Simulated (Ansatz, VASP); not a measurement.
Al2Cl: VASP beside Ansatz

```
CELL_PARAMETERS angstrom
3.00931 0.00000 0.00000
0.00000 3.00931 0.00000
0.00000 0.00000 6.20897
ATOMIC_POSITIONS crystal
Al 0.50000 0.50000 0.29500
Al 0.50000 0.50000 0.70500
Cl 0.00000 0.00000 0.00000
```

Change from the starting cell: species swapped into the Ga2Cu type (P4/mmm, No. 123).

Alike in both runs: task relaxation of cell and atoms; functional PBE; k mesh 6 × 6 × 4; occupations gaussian, width 0.1 eV; no spin polarisation.

```csv
,VASP,Ansatz
version,VASP 6.6.1,Ansatz 0.2.0
potentials or method,"VASP PAW PBE potentials, release 64 (Al, Cl), cutoff 600 eV","scalar-relativistic, plane waves, PAW"
valence electrons in the cell,13,13
```

```tsv
	VASP	Ansatz	Ansatz less VASP
gap on the k mesh at the Fermi level, each at its own relaxed structure (eV)	none	none	-
relaxed volume (Å³/atom)	21.67	21.72	+0.054
relaxed cell length with the largest relative difference (Å)	6.980	6.957	-0.0231
```

A gap of «none» marks a metal or a gap that the smearing closes.

Noted on VASP's run: the volume moved by over 15 % at a fixed basis, so the end points are rough.
